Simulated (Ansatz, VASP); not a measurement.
**Two plane-wave programs on Sb**

INCAR

```
SYSTEM = Sb
ALGO = Normal
EDIFF = 1E-7
ENCUT = 520
ISIF = 2
ISMEAR = -1
LASPH = .True.
LCHARG = .False.
LREAL = .False.
LWAVE = .False.
NBANDS = 12
NELM = 80
PREC = Accurate
SIGMA = 0.1
```

Contents of KPOINTS:

```
k-points
0
Gamma
  15 15 15
  0 0 0
```

Contents of POSCAR:

```
Sb
1.0
    2.1456002536      1.2387628840      3.6587425366
   -2.1456002536      1.2387628840      3.6587425366
    0.0000000000     -2.4775257680      3.6587425366
Sb
2
Direct
    0.2359371474      0.2359371474      0.2359371474
    0.7640628526      0.7640628526      0.7640628526
```

Input for Ansatz:

```yaml
crystal:
  lattice:
    - [2.1456002536, 1.238762884, 3.6587425366]
    - [-2.1456002536, 1.238762884, 3.6587425366]
    - [0.0, -2.477525768, 3.6587425366]
  atoms:
    - { symbol: Sb, position: [0.2359371474, 0.2359371474, 0.2359371474] }
    - { symbol: Sb, position: [0.7640628526, 0.7640628526, 0.7640628526] }
hamiltonian:
  xc: lda
  pseudopotentials:
    kind: paw
    azcp:
      Sb: "pseudopotentials/Sb.paw.azcp"
basis:
  ecutwfc: 420
  fft_grid_basis: typed
kpoints:
  mp_grid: { grid: [15, 15, 15], shift: [0, 0, 0] }
magnetization:
  spin_polarized: false
scf:
  occupations: { method: fermi_dirac, width: 0.1 }
  lower_state_search: "off"
output:
  stress: true
```

Alike in both runs: task single point; functional LDA; k mesh 15 × 15 × 15; occupations fermi-dirac, width 0.1 eV; no spin polarisation.

|  | VASP | Ansatz |
| --- | --- | --- |
| version | VASP 6.6.1 | Ansatz 0.2.0 |
| potentials or method | VASP PAW LDA potentials, release 64 (Sb), cutoff 520 eV | plane waves (420 eV) with PAW, scalar-relativistic |
| valence electrons in the cell | 10 | 30 |

VASP gave:

- pressure (GPa): 0.3
- traceless stress, the component that is largest in VASP (GPa): -0.09

Question: Which values does Ansatz return?

Answer: Pressure (GPa): 0.0; traceless stress, the component that is largest in VASP (GPa): -0.03.

Ansatz warns that its potentials were made for another functional, while VASP's fit it. LDA's correlation is that of Perdew and Zunger in VASP and of Perdew and Wang (1992) in Ansatz. VASP's potentials hold 10 valence electrons a cell and Ansatz's 30, so a difference there can come from the potentials and not from the codes.

Neither program's run includes spin-orbit coupling.
